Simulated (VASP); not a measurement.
# MgO (Fm-3m) in VASP: further runs

MgO is run at these levels: PBE; tasks: single point.

All numbers are computed with VASP 6.6.1; they aren't measurements. Logs are shortened: lines on timing, memory, paths and dates and some standing lists are left out, and cuts for length are marked.

## Step 1: The cell of the first run

It takes space group Fm-3m (No. 225, cubic). Conventional cell: a = 4.284 Å, b = 4.284 Å, c = 4.284 Å, α = 90.00°, β = 90.00°, γ = 90.00°. Within 2.8 Å of Mg (site symmetry m-3m) lie 6 O at 2.14 Å. Within 2.8 Å of O (site symmetry m-3m) lie 6 Mg at 2.14 Å.

## Step 2: Single point, PBE

Input file INCAR:

```
PREC = Accurate ; ENCUT = 600
EDIFF = 1E-6 ; ISMEAR = 1
SIGMA = 0.0138 ; LREAL = False
LASPH = True ; NELM = 120
ALGO = Normal ; ISIF = 2
LWAVE = False ; LCHARG = False
GGA = PE ; NBANDS = 11
GGA_COMPAT = False
```

Input file KPOINTS:

```
regular mesh
0
Gamma
  7 7 7
```

Input file POSCAR:

```
MgO
1.0
    0.0000000000      2.1417602800      2.1417602800
    2.1417602800      0.0000000000      2.1417602800
    2.1417602800      2.1417602800      0.0000000000
Mg O
1 1
Direct
    0.0000000000      0.0000000000      0.0000000000
    0.5000000000      0.5000000000      0.5000000000
```

Potentials or basis: VASP PAW PBE potentials, release 64 (Mg, O).

Launch:

```
$ cat potpaw_PBE.64/Mg/POTCAR potpaw_PBE.64/O/POTCAR > POTCAR
$ mpirun -np 1 vasp_std > vasp.out
```

OUTCAR:

```text
PREC = Accurate
   ENCUT = 600
   EDIFF = 1E-6
   ISMEAR = 1
   LREAL = False
   LASPH = True
   NELM = 120
   ISIF = 2
   GGA = PE

 ion  position               nearest neighbor table
   1  0.000  0.000  0.000-   2 2.14   2 2.14   2 2.14   2 2.14   2 2.14   2 2.14
   2  0.500  0.500  0.500-   1 2.14   1 2.14   1 2.14   1 2.14   1 2.14   1 2.14

  LATTYP: Found a face centered cubic cell.
 ALAT       =     4.2835205600

  Lattice vectors:

 A1 = (   0.0000000000,   2.1417602800,   2.1417602800)
 A2 = (   2.1417602800,   0.0000000000,   2.1417602800)
 A3 = (   2.1417602800,   2.1417602800,   0.0000000000)

Analysis of symmetry for initial positions (statically):
=====================================================================
 Subroutine PRICEL returns:
 Original cell was already a primitive cell.

 Routine SETGRP: Setting up the symmetry group for a
 face centered cubic supercell.

 Subroutine GETGRP returns: Found 48 space group operations
 (whereof 48 operations were pure point group operations)
 out of a pool of 48 trial point group operations.

The static configuration has the point symmetry O_h .

Analysis of symmetry for dynamics (positions and initial velocities):
=====================================================================
 Subroutine PRICEL returns:
 Original cell was already a primitive cell.

 Routine SETGRP: Setting up the symmetry group for a
 face centered cubic supercell.

 Subroutine GETGRP returns: Found 48 space group operations
 (whereof 48 operations were pure point group operations)
 out of a pool of 48 trial point group operations.

The dynamic configuration has the point symmetry O_h .

 Subroutine INISYM returns: Found 48 space group operations
 (whereof 48 operations are pure point group operations),
 and found     1 'primitive' translations

----------------------------------------------------------------------------------------

                                     Primitive cell

  volume of cell :      19.6491

  direct lattice vectors                    reciprocal lattice vectors
     0.000000000  2.141760280  2.141760280    -0.233452831  0.233452831  0.233452831
     2.141760280  0.000000000  2.141760280     0.233452831 -0.233452831  0.233452831
     2.141760280  2.141760280  0.000000000     0.233452831  0.233452831 -0.233452831

  length of vectors
     3.028906435  3.028906435  3.028906435     0.404352164  0.404352164  0.404352164

  position of ions in fractional coordinates (direct lattice)
     0.000000000  0.000000000  0.000000000
     0.500000000  0.500000000  0.500000000

  ion indices of the primitive-cell ions
   primitive index   ion index
                 1           1
                 2           2

----------------------------------------------------------------------------------------

 KPOINTS: regular mesh

Automatic generation of k-mesh.
 Grid dimensions read from file:
 generate k-points for:    7    7    7

 Generating k-lattice:

  Cartesian coordinates                     Fractional coordinates (reciprocal lattice)
    -0.033350404  0.033350404  0.033350404     0.142857143  0.000000000  0.000000000
     0.033350404 -0.033350404  0.033350404     0.000000000  0.142857143  0.000000000
     0.033350404  0.033350404 -0.033350404     0.000000000  0.000000000  0.142857143

  Length of vectors
     0.057764595  0.057764595  0.057764595

  Shift w.r.t. Gamma in fractional coordinates (k-lattice)
     0.000000000  0.000000000  0.000000000

 Subroutine IBZKPT returns following result:
 ===========================================

 Found     20 irreducible k-points:

 Following reciprocal coordinates:
            Coordinates               Weight
  0.000000  0.000000  0.000000      1.000000
  0.142857  0.000000  0.000000      8.000000
  0.285714  0.000000  0.000000      8.000000
  0.428571  0.000000  0.000000      8.000000
  0.142857  0.142857  0.000000      6.000000
  0.285714  0.142857  0.000000     24.000000
[... 12 lines left out ...]
 -0.428571  0.428571  0.142857     24.000000
 -0.285714  0.428571  0.142857     24.000000
   k-points           NKPTS =     20   k-points in BZ     NKDIM =     20   number of bands    NBANDS=     11
   number of dos      NEDOS =    301   number of ions     NIONS =      2
   total plane-waves  NPLWV =  13824
   dimension x,y,z NGX =    24 NGY =   24 NGZ =   24
   dimension x,y,z NGXF=    48 NGYF=   48 NGZF=   48
   ions per type =               1   1
   NGX,Y,Z   is equivalent  to a cutoff of  13.17, 13.17, 13.17 a.u.
   NGXF,Y,Z  is equivalent  to a cutoff of  26.35, 26.35, 26.35 a.u.
 SYSTEM =  unknown system
   PREC   = accura    normal or accurate (medium, high low for compatibility)
   ISTART =      0    job   : 0-new  1-cont  2-samecut
   ICHARG =      2    charge: 1-file 2-atom 10-const
   ISPIN  =      1    spin polarized calculation?
   LNONCOLLINEAR =      F non collinear calculations
   LSORBIT =      F    spin-orbit coupling
   LASPH  =      T    aspherical Exc in radial PAW
   ENCUT  =  600.0 eV  44.10 Ry    6.64 a.u.   6.05  6.05  6.05*2*pi/ulx,y,z
   NELM   =    120;   NELMIN=  2; NELMDL= -5     # of ELM steps
   EDIFF  = 0.1E-05   stopping-criterion for ELM
   LREAL  =      F    real-space projection
   EDIFFG = 0.1E-04   stopping-criterion for IOM
   NSW    =      0    number of steps for IOM
   IBRION =     -1    ionic relax: 0-MD 1-quasi-New 2-CG
   NFREE  =      0    steps in history (QN), initial steepest desc. (CG)
   ISIF   =      2    stress and relaxation
   ISYM   =      2    0-nonsym 1-usesym 2-fastsym
   POTIM  = 0.5000    time-step for ionic-motion
   TEBEG  =    0.0;   TEEND  =   0.0 temperature during run
   PSTRESS=    0.0 pullay stress
   NELECT =       8.0000    total number of electrons
   NUPDOWN=      -1.0000    fix difference up-down
   EMIN   =  10.00;   EMAX   =-10.00  energy-range for DOS
   EFERMI =   0.00;   METHOD = LEGACY
   ISMEAR =     1;   SIGMA  =   0.01  broadening in eV -4-tet -1-fermi 0-gaus
   EFERMI_NEDOS =   21; number of points for ismear=-14 and -15
   IALGO  =     38    algorithm
   IMIX   =      4    mixing-type and parameters
     AMIX     =   0.40;   BMIX     =  1.00
     AMIX_MAG =   1.60;   BMIX_MAG =  1.00
  volume/ion in A,a.u.               =       9.82        66.30
  Fermi-wavevector in a.u.,A,eV,Ry     =   1.213363  2.292923 20.031164  1.472249
  Thomas-Fermi vector in A             =   2.348817
   LORBIT       =      0    0 simple, 1 ext, 2 COOP (PROOUT), +10 PAW based schemes
   GGA     = PE    functional components
   LHFCALC =     F    Hartree Fock is set to
   AEXX    =    0.0000 exact exchange contribution
   IVDW    =     0    specifies the selected vdW correction
   LEPSILON=     F    determine dielectric tensor
   LRPA    =     F    only Hartree local field effects (RPA)
 non-spin polarized calculation
 Methfessel and Paxton  Order N= 1 SIGMA  =   0.01
  energy-cutoff  :      600.00
  volume of cell :       19.65
 maximum number of plane-waves:       668
   NGX = 13   NGY = 13   NGZ = 13

 number of electron       8.0000001 magnetization

 Free energy of the ion-electron system (eV)
  ---------------------------------------------------
  ext. energy  EPLUGINS =         0.00000000
  ---------------------------------------------------
  free energy    TOTEN  =       -11.90934525 eV

  energy without entropy =      -11.90935225  energy(sigma->0) =      -11.90934758

 E-fermi :   2.8286     XC(G=0): -10.8420

 val. band max:        2.8169432703   @ k =   0.0000   0.0000   0.0000
 cond. band min:       7.0681398127   @ k =   0.0000   0.0000   0.0000
 fundamental gap:      4.2511965424
 Fermi energy:         2.8285609957

 k-point     1 :       0.0000    0.0000    0.0000
  band No.  band energies     occupation
      1     -14.1952      2.00000
      2       2.8169      2.00002
      3       2.8169      1.99999
      4       2.8169      1.99999
      5       7.0681      0.00000
      6      18.3313      0.00000
      7      18.3313      0.00000
      8      18.3313      0.00000
      9      22.1153      0.00000
     10      23.8341      0.00000
     11      23.8341      0.00000

 k-point     2 :       0.1429    0.0000    0.0000
  band No.  band energies     occupation
      1     -14.0025      2.00000
      2       1.6557      2.00000
      3       2.6963      2.00000
      4       2.6963      2.00000
      5       8.2042      0.00000
      6      16.3747      0.00000
      7      18.7406      0.00000
      8      18.7406      0.00000
      9      22.6256      0.00000
     10      22.6256      0.00000
     11      24.2757      0.00000

 k-point     3 :       0.2857    0.0000    0.0000
  band No.  band energies     occupation
      1     -13.5305      2.00000
      2      -0.1836      2.00000
      3       2.4392      2.00000
      4       2.4392      2.00000
      5       9.7750      0.00000
      6      14.8468      0.00000
      7      19.0225      0.00000
      8      19.0225      0.00000
      9      22.6502      0.00000
     10      22.6502      0.00000
     11      23.7495      0.00000

 k-point     4 :       0.4286    0.0000    0.0000
  band No.  band energies     occupation
      1     -13.1019      2.00000
      2      -1.4116      2.00000
      3       2.2455      2.00000
      4       2.2455      2.00000
      5      10.3616      0.00000
      6      14.7882      0.00000
      7      18.6782      0.00000
      8      18.6782      0.00000
      9      23.0528      0.00000
     10      24.3067      0.00000
     11      24.3067      0.00000
[... 183 lines left out ...]
 k-point    18 :      -0.4286    0.2857    0.1429
  band No.  band energies     occupation
      1     -12.9110      2.00000
      2      -0.7692      2.00000
      3       0.8448      2.00000
      4       1.8323      2.00000
      5      12.4431      0.00000
      6      14.2382      0.00000
      7      15.5566      0.00000
      8      19.1043      0.00000
      9      22.4983      0.00000
     10      24.3514      0.00000
     11      29.0161      0.00000

 k-point    19 :      -0.4286    0.4286    0.1429
  band No.  band energies     occupation
      1     -12.8232      2.00000
      2      -0.6856      2.00000
      3       0.9545      2.00000
      4       1.4153      2.00000
      5      12.9827      0.00000
      6      13.1639      0.00000
      7      15.0622      0.00000
      8      19.2273      0.00000
      9      21.8178      0.00000
     10      26.8322      0.00000
     11      28.8696      0.00000

 k-point    20 :      -0.2857    0.4286    0.1429
  band No.  band energies     occupation
      1     -12.7729      2.00000
      2      -0.1634      2.00000
      3       0.0275      2.00000
      4       1.4408      2.00000
      5      13.4399      0.00000
      6      14.4111      0.00000
      7      14.4694      0.00000
      8      18.3405      0.00000
      9      22.7397      0.00000
     10      25.0276      0.00000
     11      28.8662      0.00000

------------------------ aborting loop because EDIFF is reached ----------------------------------------

  FORCE on cell =-STRESS in cart. coord.  units (eV):
  Direction    XX          YY          ZZ          XY          YZ          ZX
  --------------------------------------------------------------------------------------
  -------------------------------------------------------------------------------------
  Total       -0.4908575     -0.4908575     -0.4908575      0.0000000      0.0000000      0.0000000
  in kB      -40.0242689    -40.0242689    -40.0242689      0.0000000      0.0000000      0.0000000
  external PRESSURE =     -40.0242689 kB  Pullay stress =       0.0000000 kB

 VOLUME and BASIS-vectors are now :
 -----------------------------------------------------------------------------
  energy-cutoff  :      600.00
  volume of cell :       19.65
      direct lattice vectors                 reciprocal lattice vectors
     0.000000000  2.141760280  2.141760280    -0.233452831  0.233452831  0.233452831
     2.141760280  0.000000000  2.141760280     0.233452831 -0.233452831  0.233452831
     2.141760280  2.141760280  0.000000000     0.233452831  0.233452831 -0.233452831

 POSITION                                       TOTAL-FORCE (eV/Angst)
 -----------------------------------------------------------------------------------
      0.00000      0.00000      0.00000        -0.000000     -0.000000     -0.000000
      2.14176      2.14176      2.14176         0.000000      0.000000      0.000000
 -----------------------------------------------------------------------------------
    total drift:                               -0.000000     -0.000000      0.000000

  FREE ENERGIE OF THE ION-ELECTRON SYSTEM (eV)
  ---------------------------------------------------
  free  energy   TOTEN  =       -11.9093452495 eV

  energy  without entropy=      -11.9093522475  energy(sigma->0) =      -11.90934758
```

It took 3.1 s on 1 thread of Intel Xeon 6975P-C (Granite Rapids), shared host; peak memory 0.13 GiB.

What came out:

```yaml
Free_energy: -11.9093 eV
Pressure: -4.0 GPa
Band_gap_on_the_k_mesh: 4.25 eV, direct
```

## Step 3: Single point, PBE

Input file INCAR:

```
SYSTEM = MgO
PREC = Accurate ; ENCUT = 600
EDIFF = 1E-6 ; ISMEAR = 1
SIGMA = 0.0138 ; LREAL = .False.
LASPH = .True. ; NELM = 120
ALGO = Normal ; ISIF = 2
LWAVE = .False. ; LCHARG = .True.
GGA = PE ; LELF = .True.
LVHAR = .True. ; NBANDS = 11
GGA_COMPAT = .False.
```

Input file KPOINTS:

```
regular mesh
0
Gamma
  7 7 7
  0 0 0
```

POSCAR is that of step 2.

Potentials or basis: VASP PAW PBE potentials, release 64 (Mg, O).

Launch:

```
$ cat potpaw_PBE.64/Mg/POTCAR potpaw_PBE.64/O/POTCAR > POTCAR
$ mpirun -np 1 vasp_std > vasp.out
```

OUTCAR:

```text
SYSTEM = MgO
   PREC = Accurate
   ENCUT = 600
   EDIFF = 1E-6
   ISMEAR = 1
   LREAL = .False.
   LASPH = .True.
   NELM = 120
   ISIF = 2
   GGA = PE

 ion  position               nearest neighbor table
   1  0.000  0.000  0.000-   2 2.14   2 2.14   2 2.14   2 2.14   2 2.14   2 2.14
   2  0.500  0.500  0.500-   1 2.14   1 2.14   1 2.14   1 2.14   1 2.14   1 2.14

  LATTYP: Found a face centered cubic cell.
 ALAT       =     4.2835205600

  Lattice vectors:

 A1 = (   0.0000000000,   2.1417602800,   2.1417602800)
 A2 = (   2.1417602800,   0.0000000000,   2.1417602800)
 A3 = (   2.1417602800,   2.1417602800,   0.0000000000)

Analysis of symmetry for initial positions (statically):
=====================================================================
 Subroutine PRICEL returns:
 Original cell was already a primitive cell.

 Routine SETGRP: Setting up the symmetry group for a
 face centered cubic supercell.

 Subroutine GETGRP returns: Found 48 space group operations
 (whereof 48 operations were pure point group operations)
 out of a pool of 48 trial point group operations.

The static configuration has the point symmetry O_h .

Analysis of symmetry for dynamics (positions and initial velocities):
[... 167 lines left out ...]
      5       7.0681      0.00000
      6      18.3313      0.00000
      7      18.3313      0.00000
      8      18.3313      0.00000
      9      22.1153      0.00000
     10      23.8341      0.00000
     11      23.8341      0.00000
[... 253 lines left out ...]
 k-point    20 :      -0.2857    0.4286    0.1429
  band No.  band energies     occupation
      1     -12.7729      2.00000
      2      -0.1634      2.00000
      3       0.0275      2.00000
      4       1.4408      2.00000
      5      13.4399      0.00000
      6      14.4111      0.00000
      7      14.4694      0.00000
      8      18.3405      0.00000
      9      22.7397      0.00000
     10      25.0276      0.00000
     11      28.8662      0.00000

------------------------ aborting loop because EDIFF is reached ----------------------------------------

  FORCE on cell =-STRESS in cart. coord.  units (eV):
  Direction    XX          YY          ZZ          XY          YZ          ZX
  --------------------------------------------------------------------------------------
  -------------------------------------------------------------------------------------
  Total       -0.4908575     -0.4908575     -0.4908575      0.0000000      0.0000000      0.0000000
  in kB      -40.0242689    -40.0242689    -40.0242689      0.0000000      0.0000000      0.0000000
  external PRESSURE =     -40.0242689 kB  Pullay stress =       0.0000000 kB

 VOLUME and BASIS-vectors are now :
 -----------------------------------------------------------------------------
  energy-cutoff  :      600.00
  volume of cell :       19.65
      direct lattice vectors                 reciprocal lattice vectors
     0.000000000  2.141760280  2.141760280    -0.233452831  0.233452831  0.233452831
     2.141760280  0.000000000  2.141760280     0.233452831 -0.233452831  0.233452831
     2.141760280  2.141760280  0.000000000     0.233452831  0.233452831 -0.233452831

 POSITION                                       TOTAL-FORCE (eV/Angst)
 -----------------------------------------------------------------------------------
      0.00000      0.00000      0.00000        -0.000000     -0.000000     -0.000000
      2.14176      2.14176      2.14176         0.000000      0.000000      0.000000
 -----------------------------------------------------------------------------------
    total drift:                               -0.000000     -0.000000      0.000000

  FREE ENERGIE OF THE ION-ELECTRON SYSTEM (eV)
  ---------------------------------------------------
  free  energy   TOTEN  =       -11.9093452495 eV

  energy  without entropy=      -11.9093522475  energy(sigma->0) =      -11.90934758
```

OSZICAR:

```text
N       E                     dE             d eps       ncg     rms          rms(c)
DAV:   1     0.206570202247E+02    0.20657E+02   -0.46195E+03   472   0.711E+02
DAV:   2    -0.125539764883E+02   -0.33211E+02   -0.31177E+02   504   0.147E+02
DAV:   3    -0.134612351175E+02   -0.90726E+00   -0.90654E+00   550   0.217E+01
DAV:   4    -0.134636208248E+02   -0.23857E-02   -0.23856E-02   470   0.125E+00
DAV:   5    -0.134636350177E+02   -0.14193E-04   -0.71949E-05   506   0.687E-02    0.718E+00
DAV:   6    -0.119321413713E+02    0.15315E+01   -0.91951E+00   458   0.164E+01    0.232E+00
DAV:   7    -0.119157484039E+02    0.16393E-01   -0.66089E-02   470   0.225E+00    0.136E+00
DAV:   8    -0.119098346500E+02    0.59138E-02   -0.32214E-02   455   0.200E+00    0.258E-01
DAV:   9    -0.119093979386E+02    0.43671E-03   -0.62257E-04   503   0.176E-01    0.147E-01
DAV:  10    -0.119093445387E+02    0.53400E-04   -0.56590E-04   473   0.179E-01    0.786E-03
DAV:  11    -0.119093452495E+02   -0.71075E-06   -0.35982E-06   518   0.150E-02
   1 F= -.11909345E+02 E0= -.11909348E+02  d E =0.699805E-05
```

It took 3.4 s on 1 thread of Intel Xeon 6975P-C (Granite Rapids), shared host; peak memory 0.13 GiB.

Results:

```yaml
Free_energy: -11.9093 eV
Pressure: -4.0 GPa
Band_gap_on_the_k_mesh: 4.25 eV, direct
```

Levels at points of the mesh, in eV from the valence-band top:
| k point | band 1 | band 2 | band 3 | band 4 | band 5 | band 6 | band 7 | band 8 | band 9 |
| --- | --- | --- | --- | --- | --- | --- | --- | --- | --- |
| (0.00, 0.00, 0.00) | -17.01 | 0.00 | 0.00 | 0.00 | 4.25 | 15.51 | 15.51 | 15.51 | 19.30 |

## Step 4: Single point, PBE

Input file INCAR:

```
  ALGO = Normal
  EDIFF = 1E-6
  ENCUT = 600
  GGA = PE
  GGA_COMPAT = F
  ISIF = 2
  ISMEAR = 0
  LASPH = T
  LCHARG = F
  LREAL = F
  LWAVE = F
  NBANDS = 11
  NELM = 120
  PREC = Accurate
  SIGMA = 0.05
```

Input file KPOINTS:

```
k-points
0
Gamma
  7 7 7
```

POSCAR is that of step 3.

Launch:

```
$ cat potpaw_PBE.64/Mg/POTCAR potpaw_PBE.64/O/POTCAR > POTCAR
$ mpirun -np 1 vasp_std > vasp.out
```

Wall time 3.2 s (1 thread of Intel Xeon 6975P-C (Granite Rapids), shared host); peak memory 0.13 GiB.

Results (log left out):

- Free energy: -11.9094 eV
- Pressure: -4.0 GPa
- Band gap on the k mesh: 4.25 eV, direct

Levels at points of the mesh, in eV from the valence-band top:
```csv
k point,band 1,band 2,band 3,band 4,band 5,band 6,band 7,band 8
"(0.00, 0.00, 0.00)",-17.01,0.00,0.00,0.00,4.25,15.51,15.51,15.51
```
